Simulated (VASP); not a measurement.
# Ge in VASP: a series of runs

Runs on Ge. Level: LDA. Tasks: single point.

Everything below comes from runs of VASP 6.6.1. Logs are shortened: lines on timing, memory, paths and dates and some standing lists are left out, and cuts for length are marked.

**1. The cell of the first run**

The cell holds a slab with vacuum, 2 atoms: a = 3.951 Å, b = 3.951 Å, c = 28.000 Å, α = 90.00°, β = 90.00°, γ = 120.00°.

**2. Single point, LDA**

The input, INCAR:

```
SYSTEM = Ge
PREC = Accurate
ENCUT = 520
EDIFF = 1E-6
ISMEAR = 0
SIGMA = 0.1
LREAL = .FALSE.
LASPH = .TRUE.
NELM = 60
ALGO = Normal
ISIF = 2
LWAVE = .FALSE.
LCHARG = .TRUE.
LDIPOL = .TRUE.
IDIPOL = 3
DIPOL = 0.5 0.5 0.500
GGA = CA
LELF = .TRUE.
LVHAR = .TRUE.
LVACPOTAV = .TRUE.
NBANDS = 21
```

The input, KPOINTS:

```
Automatic mesh
0
G
  12 12 1
  0 0 0
```

The input, POSCAR:

```
Ge
1.0
    3.9509896175      0.0000000000      0.0000000000
   -1.9754948087      3.4216573788      0.0000000000
    0.0000000000      0.0000000000     28.0000000000
Ge
2
Direct
    0.3333333333      0.6666666667      0.5113768940
    0.6666666667      0.3333333333      0.4886231060
```

Potentials or basis: VASP PAW LDA potentials, release 64 (Ge_d).

Command:

```bash
> cat potpaw_LDA.64/Ge_d/POTCAR > POTCAR
> mpirun -np 1 vasp_std > vasp.out
```

OUTCAR:

```text
SYSTEM = Ge
   PREC = Accurate
   ENCUT = 520
   EDIFF = 1E-6
   ISMEAR = 0
   LREAL = .FALSE.
   LASPH = .TRUE.
   NELM = 60
   ISIF = 2
   GGA = CA

 ion  position               nearest neighbor table
   1  0.333  0.667  0.511-   2 2.37   2 2.37   2 2.37
   2  0.667  0.333  0.489-   1 2.37   1 2.37   1 2.37

  LATTYP: Found a hexagonal cell.
 ALAT       =     3.9509896175
 C/A-ratio  =     7.0868320878

  Lattice vectors:

 A1 = (   3.9509896175,   0.0000000000,   0.0000000000)
 A2 = (  -1.9754948087,   3.4216573788,   0.0000000000)
 A3 = (   0.0000000000,   0.0000000000,  28.0000000000)

Analysis of symmetry for initial positions (statically):
=====================================================================
 Subroutine PRICEL returns:
 Original cell was already a primitive cell.

 Routine SETGRP: Setting up the symmetry group for a
 hexagonal supercell.

 Subroutine GETGRP returns: Found 12 space group operations
 (whereof 12 operations were pure point group operations)
 out of a pool of 24 trial point group operations.

The static configuration has the point symmetry D_3d.

Analysis of symmetry for dynamics (positions and initial velocities):
=====================================================================
 Subroutine PRICEL returns:
 Original cell was already a primitive cell.

 Routine SETGRP: Setting up the symmetry group for a
 hexagonal supercell.

 Subroutine GETGRP returns: Found 12 space group operations
 (whereof 12 operations were pure point group operations)
 out of a pool of 24 trial point group operations.

The dynamic configuration has the point symmetry D_3d.

 Subroutine INISYM returns: Found 12 space group operations
 (whereof 12 operations are pure point group operations),
 and found     1 'primitive' translations

----------------------------------------------------------------------------------------

                                     Primitive cell

  volume of cell :     378.5301

  direct lattice vectors                    reciprocal lattice vectors
     3.950989617  0.000000000  0.000000000     0.253101146  0.146128015  0.000000000
    -1.975494809  3.421657379  0.000000000     0.000000000  0.292256030  0.000000000
     0.000000000  0.000000000 28.000000000     0.000000000  0.000000000  0.035714286

  length of vectors
     3.950989617  3.950989617 28.000000000     0.292256030  0.292256030  0.035714286

  position of ions in fractional coordinates (direct lattice)
     0.333333333  0.666666667  0.511376894
     0.666666667  0.333333333  0.488623106

  ion indices of the primitive-cell ions
   primitive index   ion index
                 1           1
                 2           2

----------------------------------------------------------------------------------------

 KPOINTS: Automatic mesh

Automatic generation of k-mesh.
 Grid dimensions read from file:
 generate k-points for:   12   12    1

 Generating k-lattice:

  Cartesian coordinates                     Fractional coordinates (reciprocal lattice)
     0.021091762  0.012177335  0.000000000     0.083333333  0.000000000  0.000000000
     0.000000000  0.024354669  0.000000000     0.000000000  0.083333333  0.000000000
     0.000000000  0.000000000  0.035714286     0.000000000  0.000000000  1.000000000

  Length of vectors
     0.024354669  0.024354669  0.035714286

  Shift w.r.t. Gamma in fractional coordinates (k-lattice)
     0.000000000  0.000000000  0.000000000

 Subroutine IBZKPT returns following result:
 ===========================================

 Found     19 irreducible k-points:

 Following reciprocal coordinates:
            Coordinates               Weight
  0.000000  0.000000  0.000000      1.000000
  0.083333  0.000000  0.000000      6.000000
  0.166667 -0.000000  0.000000      6.000000
  0.250000 -0.000000  0.000000      6.000000
  0.333333 -0.000000  0.000000      6.000000
  0.416667 -0.000000  0.000000      6.000000
[... 11 lines left out ...]
  0.333333  0.250000  0.000000     12.000000
  0.333333  0.333333  0.000000      2.000000
   k-points           NKPTS =     19   k-points in BZ     NKDIM =     19   number of bands    NBANDS=     21
   number of dos      NEDOS =    301   number of ions     NIONS =      2
   total plane-waves  NPLWV = 189000
   dimension x,y,z NGX =    30 NGY =   30 NGZ =  210
   dimension x,y,z NGXF=    60 NGYF=   60 NGZF=  420
   ions per type =               2
   NGX,Y,Z   is equivalent  to a cutoff of  12.62, 12.62, 12.47 a.u.
   NGXF,Y,Z  is equivalent  to a cutoff of  25.25, 25.25, 24.94 a.u.
 SYSTEM =  Ge
   PREC   = accura    normal or accurate (medium, high low for compatibility)
   ISTART =      0    job   : 0-new  1-cont  2-samecut
   ICHARG =      2    charge: 1-file 2-atom 10-const
   ISPIN  =      1    spin polarized calculation?
   LNONCOLLINEAR =      F non collinear calculations
   LSORBIT =      F    spin-orbit coupling
   LASPH  =      T    aspherical Exc in radial PAW
   ENCUT  =  520.0 eV  38.22 Ry    6.18 a.u.   7.35  7.35 52.06*2*pi/ulx,y,z
   NELM   =     60;   NELMIN=  2; NELMDL= -5     # of ELM steps
   EDIFF  = 0.1E-05   stopping-criterion for ELM
   LREAL  =      F    real-space projection
   EDIFFG = 0.1E-04   stopping-criterion for IOM
   NSW    =      0    number of steps for IOM
   IBRION =     -1    ionic relax: 0-MD 1-quasi-New 2-CG
   NFREE  =      0    steps in history (QN), initial steepest desc. (CG)
   ISIF   =      2    stress and relaxation
   ISYM   =      2    0-nonsym 1-usesym 2-fastsym
   POTIM  = 0.5000    time-step for ionic-motion
   TEBEG  =    0.0;   TEEND  =   0.0 temperature during run
   PSTRESS=    0.0 pullay stress
   NELECT =      28.0000    total number of electrons
   NUPDOWN=      -1.0000    fix difference up-down
   EMIN   =  10.00;   EMAX   =-10.00  energy-range for DOS
   EFERMI =   0.00;   METHOD = LEGACY
   ISMEAR =     0;   SIGMA  =   0.10  broadening in eV -4-tet -1-fermi 0-gaus
   EFERMI_NEDOS =   21; number of points for ismear=-14 and -15
   IALGO  =     38    algorithm
   IMIX   =      4    mixing-type and parameters
     AMIX     =   0.40;   BMIX     =  1.00
     AMIX_MAG =   1.60;   BMIX_MAG =  1.00
  volume/ion in A,a.u.               =     189.27      1277.22
  Fermi-wavevector in a.u.,A,eV,Ry     =   0.687217  1.298652  6.425589  0.472267
  Thomas-Fermi vector in A             =   1.767669
   LORBIT       =      0    0 simple, 1 ext, 2 COOP (PROOUT), +10 PAW based schemes
   GGA     = CA    functional components
   LHFCALC =     F    Hartree Fock is set to
   AEXX    =    0.0000 exact exchange contribution
   IVDW    =     0    specifies the selected vdW correction
   LEPSILON=     F    determine dielectric tensor
   LRPA    =     F    only Hartree local field effects (RPA)
 non-spin polarized calculation
 Gauss-broadening in eV      SIGMA  =   0.10
  energy-cutoff  :      520.00
  volume of cell :      378.53
 maximum number of plane-waves:     10275
 NGX is ok and might be reduce to    30
   NGX = 15   NGY = 15   NGZ =105

 dipolmoment           0.000000      0.000000      0.000000 electrons x Angstroem

 number of electron      28.0000014 magnetization

 dipolmoment           0.000000      0.000000     -0.000000 electrons x Angstroem

 Free energy of the ion-electron system (eV)
  ---------------------------------------------------
  ext. energy  EPLUGINS =         0.00000000
  ---------------------------------------------------
  free energy    TOTEN  =        -9.15650994 eV

  energy without entropy =       -9.15494274  energy(sigma->0) =       -9.15572634

 E-fermi :  -3.6067     XC(G=0):  -1.7185

 val. band max:       -3.6067349981   @ k =   0.3333   0.3333   0.0000
 cond. band min:      -3.6067349974   @ k =   0.3333   0.3333   0.0000
 fundamental gap:      0.0000000008
 Fermi energy:        -3.6067349977

 k-point     1 :       0.0000    0.0000    0.0000
  band No.  band energies     occupation
      1     -28.3113      2.00000
      2     -28.3113      2.00000
      3     -28.2521      2.00000
      4     -28.2521      2.00000
      5     -28.2443      2.00000
      6     -28.1473      2.00000
[... 13 lines left out ...]
     20       1.0904      0.00000
     21       1.5233      0.00000

 k-point     2 :       0.0833    0.0000    0.0000
  band No.  band energies     occupation
      1     -28.3163      2.00000
      2     -28.3158      2.00000
      3     -28.2579      2.00000
      4     -28.2465      2.00000
      5     -28.2349      2.00000
      6     -28.1433      2.00000
[... 13 lines left out ...]
     20       1.1745      0.00000
     21       1.5380      0.00000

 k-point     3 :       0.1667   -0.0000    0.0000
  band No.  band energies     occupation
      1     -28.3258      2.00000
      2     -28.3250      2.00000
      3     -28.2671      2.00000
      4     -28.2346      2.00000
      5     -28.2205      2.00000
      6     -28.1322      2.00000
[... 13 lines left out ...]
     20       1.4725      0.00000
     21       1.6810      0.00000

 k-point     4 :       0.2500   -0.0000    0.0000
  band No.  band energies     occupation
      1     -28.3337      2.00000
      2     -28.3332      2.00000
      3     -28.2783      2.00000
      4     -28.2230      2.00000
      5     -28.2098      2.00000
      6     -28.1179      2.00000
[... 13 lines left out ...]
     20       2.3232      0.00000
     21       2.3477      0.00000

 k-point     5 :       0.3333   -0.0000    0.0000
  band No.  band energies     occupation
      1     -28.3400      2.00000
      2     -28.3358      2.00000
      3     -28.2905      2.00000
      4     -28.2150      2.00000
      5     -28.2056      2.00000
      6     -28.1090      2.00000
[... 13 lines left out ...]
     20       2.9303      0.00000
     21       3.0719      0.00000
[... 262 lines left out ...]
     20       4.2397      0.00000
     21       4.4306      0.00000

 k-point    17 :       0.2500    0.2500    0.0000
  band No.  band energies     occupation
      1     -28.3676      2.00000
      2     -28.3212      2.00000
      3     -28.3024      2.00000
      4     -28.2110      2.00000
      5     -28.1541      2.00000
      6     -28.1352      2.00000
[... 13 lines left out ...]
     20       3.3074      0.00000
     21       3.5292      0.00000

 k-point    18 :       0.3333    0.2500    0.0000
  band No.  band energies     occupation
      1     -28.3740      2.00000
      2     -28.3163      2.00000
      3     -28.3082      2.00000
      4     -28.2048      2.00000
      5     -28.1523      2.00000
      6     -28.1282      2.00000
[... 13 lines left out ...]
     20       3.6973      0.00000
     21       4.1818      0.00000

 k-point    19 :       0.3333    0.3333    0.0000
  band No.  band energies     occupation
      1     -28.3778      2.00000
      2     -28.3120      2.00000
      3     -28.3120      2.00000
      4     -28.2021      2.00000
      5     -28.1345      2.00000
      6     -28.1345      2.00000
[... 13 lines left out ...]
     20       3.3857      0.00000
     21       3.5165      0.00000

------------------------ aborting loop because EDIFF is reached ----------------------------------------

 vacuum level on the upper side and lower side of the slab       (xc-potential included)        -0.132        -0.132

  FORCE on cell =-STRESS in cart. coord.  units (eV):
  Direction    XX          YY          ZZ          XY          YZ          ZX
  --------------------------------------------------------------------------------------
  -------------------------------------------------------------------------------------
  Total        0.0518012      0.0518012     -0.0109121      0.0000000      0.0000000      0.0000000
  in kB        0.2192554      0.2192554     -0.0461870      0.0000000      0.0000000      0.0000000
  external PRESSURE =       0.1307746 kB  Pullay stress =       0.0000000 kB

 VOLUME and BASIS-vectors are now :
 -----------------------------------------------------------------------------
  energy-cutoff  :      520.00
  volume of cell :      378.53
      direct lattice vectors                 reciprocal lattice vectors
     3.950989617  0.000000000  0.000000000     0.253101146  0.146128015  0.000000000
    -1.975494809  3.421657379  0.000000000     0.000000000  0.292256030  0.000000000
     0.000000000  0.000000000 28.000000000     0.000000000  0.000000000  0.035714286

 POSITION                                       TOTAL-FORCE (eV/Angst)
 -----------------------------------------------------------------------------------
     -0.00000      2.28110     14.31855         0.000000     -0.000000      0.005610
      1.97549      1.14055     13.68145        -0.000000      0.000000     -0.005610
 -----------------------------------------------------------------------------------
    total drift:                               -0.000000      0.000000     -0.000000

  FREE ENERGIE OF THE ION-ELECTRON SYSTEM (eV)
  ---------------------------------------------------
  free  energy   TOTEN  =        -9.1565099356 eV

  energy  without entropy=       -9.1549427423  energy(sigma->0) =       -9.15572634

 vacuum level on the upper side and lower side of the slab         1.094         1.094
```

It took 4.7 min on 1 thread of AMD EPYC 7R43 (Zen 3), shared host; peak memory 0.36 GiB.

Results:

| Item | Value |
| --- | --- |
| Free energy | -9.1565 eV |
| Largest force | 0.006 eV/Å |
| Band gap on the k mesh | zero (filled and empty bands touch) |
| Work function of the upper face | 4.70 eV |
| Work function of the lower face | 4.70 eV |

Forces on the atoms (eV/Å):
```
Ge   0.000  0.000  0.006
Ge   0.000  0.000 -0.006
```

**3. Single point, LDA**

This run uses another cell than the first one, of 201.13 Å³/atom, 1.063 times its volume.

The input, INCAR:

```
  PREC = Accurate
  ENCUT = 520
  EDIFF = 1E-7
  ISMEAR = 0
  SIGMA = 0.1
  LREAL = F
  LASPH = T
  NELM = 80
  ALGO = Normal
  ISIF = 2
  LWAVE = F
  LCHARG = F
  LDIPOL = T
  IDIPOL = 3
  DIPOL = 0.5 0.5 0.500
  NBANDS = 21
```

The input, KPOINTS:

```
regular mesh
0
Gamma
  12 12 1
```

The input, POSCAR:

```
Ge
1.0
    4.0729350596      0.0000000000      0.0000000000
   -2.0364675298      3.5272652296      0.0000000000
    0.0000000000      0.0000000000     28.0000000000
Ge
2
Direct
    0.3333333333      0.6666666667      0.5085714286
    0.6666666667      0.3333333333      0.4914285714
```

Potentials or basis: VASP PAW LDA potentials, release 64 (Ge_d).

Command:

```bash
> cat potpaw_LDA.64/Ge_d/POTCAR > POTCAR
> mpirun -np 1 vasp_std > vasp.out
```

OUTCAR:

```text
PREC = Accurate
   ENCUT = 520
   EDIFF = 1E-7
   ISMEAR = 0
   LREAL = F
   LASPH = T
   NELM = 80
   ISIF = 2

 ion  position               nearest neighbor table
   1  0.333  0.667  0.509-   2 2.40   2 2.40   2 2.40
   2  0.667  0.333  0.491-   1 2.40   1 2.40   1 2.40

  LATTYP: Found a hexagonal cell.
 ALAT       =     4.0729350596
 C/A-ratio  =     6.8746492616

  Lattice vectors:

 A1 = (   4.0729350596,   0.0000000000,   0.0000000000)
[... 638 lines left out ...]
 vacuum level on the upper side and lower side of the slab       (xc-potential included)        -0.006        -0.006

  FORCE on cell =-STRESS in cart. coord.  units (eV):
  Direction    XX          YY          ZZ          XY          YZ          ZX
  --------------------------------------------------------------------------------------
  -------------------------------------------------------------------------------------
  Total       -1.4699735     -1.4699735      0.1246195     -0.0000000     -0.0000000      0.0000000
  in kB       -5.8548594     -5.8548594      0.4963555     -0.0000000     -0.0000000      0.0000000
  external PRESSURE =      -3.7377877 kB  Pullay stress =       0.0000000 kB

 VOLUME and BASIS-vectors are now :
 -----------------------------------------------------------------------------
  energy-cutoff  :      520.00
  volume of cell :      402.26
      direct lattice vectors                 reciprocal lattice vectors
     4.072935060  0.000000000  0.000000000     0.245523188  0.141752879  0.000000000
    -2.036467530  3.527265230  0.000000000     0.000000000  0.283505757  0.000000000
     0.000000000  0.000000000 28.000000000     0.000000000  0.000000000  0.035714286

 POSITION                                       TOTAL-FORCE (eV/Angst)
 -----------------------------------------------------------------------------------
     -0.00000      2.35151     14.24000         0.000000     -0.000000      0.286864
      2.03647      1.17576     13.76000        -0.000000      0.000000     -0.286864
 -----------------------------------------------------------------------------------
    total drift:                                0.000000      0.000000     -0.000000

  FREE ENERGIE OF THE ION-ELECTRON SYSTEM (eV)
  ---------------------------------------------------
  free  energy   TOTEN  =        -9.0883990418 eV

  energy  without entropy=       -9.0871506975  energy(sigma->0) =       -9.08777487

 vacuum level on the upper side and lower side of the slab         1.055         1.055
```

stdout:

```text
POSCAR found type information on POSCAR Ge
 POSCAR found :  1 types and       2 ions
 scaLAPACK will be used
 LDA part: xc-table for (Slater(with rela. corr.)+CA(PZ))
 , standard interpolation
 POSCAR, INCAR and KPOINTS ok, starting setup
 FFT: planning ... GRIDC
 FFT: planning ... GRID_SOFT
 FFT: planning ... GRID
 WAVECAR not read
 entering main loop
```

Run time: 4.9 min. Hardware: 1 thread of AMD EPYC 7R43 (Zen 3), shared host; peak memory 0.37 GiB.

Results:

- Free energy: -9.0884 eV
- Largest force: 0.287 eV/Å
- Band gap on the k mesh: zero (band 14 reaches -3.62 eV, above the bottom of band 15 at -4.13 eV)

Forces on the atoms (eV/Å):
```
Ge   0.000  0.000  0.287
Ge   0.000  0.000 -0.287
```
